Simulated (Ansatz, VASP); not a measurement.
# One calculation of Au, two programs

```xyz
1
Lattice="-1.6539 1.6539 1.6539 1.6539 -1.6539 1.6539 1.6539 1.6539 -1.6539" Properties=species:S:1:pos:R:3 pbc="T T T"
Au    0.0000    0.0000    0.0000
```

Alike in both runs: task single point; functional r2SCAN; k mesh 18 × 18 × 18; occupations gaussian, width 0.1 eV; no spin polarisation.

|  | VASP | Ansatz |
| --- | --- | --- |
| version | VASP 6.6.1 | Ansatz 0.2.0 |
| potentials or method | VASP PAW PBE potentials, release 64 (Au), cutoff 520 eV | scalar-relativistic, plane waves, PAW |
| valence electrons in the cell | 11 | 19 |

VASP gave:

| Quantity | Value |
| --- | --- |
| gap on the k mesh at the Fermi level (eV) | none |
| pressure (GPa) | -3.9 |

Task: Which values does Ansatz return?

Result: gap on the k mesh at the Fermi level (eV): none; pressure (GPa): -4.1.

VASP's potentials were made for PBE, not for r2SCAN. A gap of «none» marks a metal or a gap that the smearing closes. VASP's potentials hold 11 valence electrons a cell and Ansatz's 19, so a difference there can come from the potentials and not from the codes.

Neither program's run includes spin-orbit coupling.
